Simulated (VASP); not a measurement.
Here is a VASP 6.6.1 calculation.

File INCAR:

```
PREC = Accurate ; ENCUT = 520
EDIFF = 1E-6 ; ISMEAR = -1
SIGMA = 0.05 ; LREAL = F
LASPH = T ; NELM = 150
ALGO = Fast ; ISIF = 2
LWAVE = F ; LCHARG = F
ISPIN = 2 ; MAGMOM = 3 0 0
LORBIT = 11 ; LMAXMIX = 4
LDAU = T ; LDAUTYPE = 2
LDAUL = 2 -1 -1 ; LDAUU = 5 0 0
LDAUJ = 0 0 0 ; LDAUPRINT = 1
GGA = PE ; NBANDS = 19
```

The input KPOINTS:

```
Automatic mesh
0
Gamma
  10 10 7
```

POSCAR

```
LiFeN
1.0
    3.1006003459      0.0000000000      0.0000000000
   -1.5503001729      2.6851986665      0.0000000000
    0.0000000000      0.0000000000      4.1453390000
Fe N Li
1 1 1
Direct
    0.3333333333      0.6666666667      0.5000000000
    0.0000000000      0.0000000000      0.5000000000
    0.0000000000      0.0000000000      0.0000000000
```

Potentials or basis: VASP PAW PBE potentials, release 64 (Fe, N, Li_sv).

Launch:

```bash
$ cat potpaw_PBE.64/Fe/POTCAR potpaw_PBE.64/N/POTCAR potpaw_PBE.64/Li_sv/POTCAR > POTCAR
$ mpirun -np 1 vasp_std > vasp.out
```

Q: Estimate the site moments.

A: Fe +3.45; N +0.07; Li -0.01 μB.

Q: Estimate the net moment.

A: 3.47 μB per cell.

Eigenvalues of the final occupation matrices:
```csv
site,spin,trace,eigenvalues
site 1 d,1,4.85,0.91 0.97 0.97 1.00 1.00
site 1 d,2,1.54,0.08 0.08 0.29 0.29 0.80
```

Caveat: a cell with one magnetic atom can't hold antiferromagnetic order, which such compounds often take. The state reached can hang on the start; a lower one may exist.
